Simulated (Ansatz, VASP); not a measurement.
**One calculation of SnTe, two programs**

```xyz
4
Lattice="5.3879 0.0000 0.0000 -2.6940 4.6661 0.0000 0.0000 0.0000 6.4239" Properties=species:S:1:pos:R:3 pbc="T T T"
Sn    0.0000    3.1107    1.6060
Sn    2.6940    1.5554    4.8179
Te    2.6940    1.5554    1.6060
Te    0.0000    3.1107    4.8179
```

Alike in both runs: task single point; functional r2SCAN; k mesh 6 × 6 × 4; no spin polarisation.

```csv
,VASP,Ansatz
version,VASP 6.6.1,Ansatz 0.2.0
potentials or method,"VASP PAW PBE potentials, release 64 (Sn_d, Te)","plane waves, PAW"
plane-wave cutoff (eV),520,500
occupations,"gaussian, width 0.01 eV",fixed
valence electrons in the cell,40,60
```

|  | VASP | Ansatz | Ansatz less VASP |
| --- | --- | --- | --- |
| gap on the k mesh at the Fermi level (eV) | 0.51 | 0.51 | +0.002 |
| pressure (GPa) | 0.0 | 0.0 | 0.00 |

VASP's potentials were made for PBE, not for r2SCAN. VASP's potentials hold 40 valence electrons a cell and Ansatz's 60, so a difference there can come from the potentials and not from the codes.

Spin-orbit coupling is off throughout.
